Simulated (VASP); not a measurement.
Input of a VASP 6.6.1 run:

File INCAR:

```
SYSTEM = BaTiO3
ALGO = Normal ; EDIFF = 1E-6
ENCUT = 520 ; GGA = PE
ISIF = 2 ; ISMEAR = 0
LASPH = .True. ; LCHARG = .False.
LDAU = .True. ; LDAUJ = 0 0 0
LDAUL = -1 2 -1 ; LDAUPRINT = 1
LDAUTYPE = 2 ; LDAUU = 0 4 0
LMAXMIX = 4 ; LREAL = .False.
LWAVE = .False. ; NBANDS = 28
NELM = 150 ; PREC = Accurate
SIGMA = 0.05
```

The input KPOINTS:

```
k-points
0
Gamma
  6 6 6
  0 0 0
```

File POSCAR:

```
BaTiO3
1.0
    2.9032776664      1.6762081422      2.3108627746
   -2.9032776664      1.6762081422      2.3108627746
    0.0000000000     -3.3524162845      2.3108627746
Ba Ti O
1 1 3
Direct
    0.0026800181      0.0026800181      0.0026800181
    0.5127992509      0.5127992509      0.5127992509
    0.4903227049      0.4903227049      0.9825753212
    0.4903227049      0.9825753212      0.4903227049
    0.9825753212      0.4903227049      0.4903227049
```

Potentials or basis: VASP PAW PBE potentials, release 64 (Ba_sv, Ti_sv, O).

The run is started by

```sh
$ cat potpaw_PBE.64/Ba_sv/POTCAR potpaw_PBE.64/Ti_sv/POTCAR potpaw_PBE.64/O/POTCAR > POTCAR
$ mpirun -np 1 vasp_std > vasp.out
```

Problem. Estimate the pressure.

Solution. 1.0 GPa.

Problem. What does it give for the band gap on the k mesh?

Solution. 2.55 eV, indirect (least direct gap 2.95 eV).

Stress tensor (GPa, compression positive):
```
-1.13  0.00  0.00
 0.00 -1.13  0.00
 0.00  0.00  5.14
```

Caveat: the cell differs from its parent crystal (strain +0.015 along x and y, -0.015 along z); spin-orbit coupling is left out, which moves the levels of the heavy elements. A k mesh can miss the band edges.
